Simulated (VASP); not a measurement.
Crystal: BaTe.

```
Ba Te
1.0
     2.56355   -6.47143    0.00000
     2.56355    6.47143    0.00000
     0.00000    0.00000    4.85417
Ba Te
2 2
Direct
  0.86200 0.13800 0.25000
  0.13800 0.86200 0.75000
  0.58300 0.41700 0.25000
  0.41700 0.58300 0.75000
```

The cell was generated, and may not be a known phase.

* Program: VASP 6.6.1
* Task: relaxation of cell and atoms
* Functional: PBE
* Potentials or basis: VASP PAW PBE potentials, release 64 (Ba_sv, Te)
* Cutoff: 600 eV
* k mesh: 4 × 4 × 4
* Occupations: gaussian, width 0.2 eV
* Spin: no spin polarisation

At the start: pressure 1.6 GPa; volume 40.26 Å³/atom.

Q: How do energy, volume and symmetry change on relaxing?

A: Over 8 steps the energy falls by 362.4 meV/atom and the volume is 41.96 Å³/atom (+4.2 %); space group Cmcm (No. 63, to 0.1 Å) before and after.

The path:
| step | energy change (eV) | largest force (eV/Å) | pressure (GPa) | volume (Å³) |
| --- | --- | --- | --- | --- |
| 1 | 0.0000 | 2.1308 | 1.57 | 161.06 |
| 2 | -0.8125 | 1.2849 | -0.28 | 169.84 |
| 3 | -1.1041 | 0.7162 | -1.65 | 178.39 |
| 4 | -1.2593 | 0.4839 | 0.14 | 166.45 |
| 5 | -1.2713 | 0.5256 | 1.00 | 162.07 |
| 6 | -1.3603 | 0.4193 | 0.64 | 163.87 |
| 7 | -1.4257 | 0.2118 | -0.02 | 167.24 |
| 8 | -1.4497 | 0.0147 | -0.13 | 167.82 |

Final structure:
```
Ba Te
1.0
     2.29328   -6.72019    0.00000
     2.29328    6.72019    0.00000
     0.00000    0.00000    5.44483
Ba Te
2 2
Direct
  0.87915 0.12085 0.25000
  0.12085 0.87915 0.75000
  0.61957 0.38043 0.25000
  0.38043 0.61957 0.75000
```
